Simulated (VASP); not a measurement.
Write the native input for VASP 6.6.1 that does the following.

```
Task                   : relaxation of shape and atoms at fixed volume
Functional             : PBE
Potentials or basis    : VASP PAW PBE potentials, release 64 (Y_sv)
Cutoff                 : 600 eV
k mesh                 : 14 × 14 × 7
Occupations            : fermi-dirac, width 0.05 eV
Spin                   : no spin polarisation
Dipole correction      : no
Further INCAR settings : ALGO = Normal; EDIFF = 1e-06; IBRION = 2; EDIFFG = -0.005; NSW = 50; ISIF = 4
```

The structure of Y lies in POSCAR:

```
Y
1.0
    2.8016364802      0.0000000000      0.0000000000
   -1.4008182401      2.4262883640      0.0000000000
    0.0000000000      0.0000000000      4.3552941615
Y
2
Direct
    0.3333333333      0.6666666667      0.2500000000
    0.6666666667      0.3333333333      0.7500000000
```

One way to write it, as run:

INCAR

```
SYSTEM = Y
ALGO = Normal ; EDIFF = 1E-6
EDIFFG = -0.005 ; ENCUT = 600
GGA = PE ; IBRION = 2
ISIF = 4 ; ISMEAR = -1
LASPH = .True. ; LCHARG = .False.
LREAL = .False. ; LWAVE = .False.
NELM = 60 ; NSW = 50
PREC = Accurate ; SIGMA = 0.05
```

KPOINTS

```
k-points
0
Gamma
  14 14 7
  0 0 0
```

Potentials or basis: VASP PAW PBE potentials, release 64 (Y_sv).

The run is started by

```sh
$ cat potpaw_PBE.64/Y_sv/POTCAR > POTCAR
$ mpirun -np 1 vasp_std > vasp.out
```

It gave:

```
Energy gained by relaxing : 46.3 meV/atom
Ionic steps               : 7
Pressure after relaxing   : 100.5 GPa
Band gap on the k mesh    : zero (bands 11 and 12 overlap by 2.89 eV)
```

Wall time 73 s on 1 thread of Intel(R) Xeon(R) 6975P-C (Granite Rapids), with other jobs on the host, peak memory 0.21 GiB.
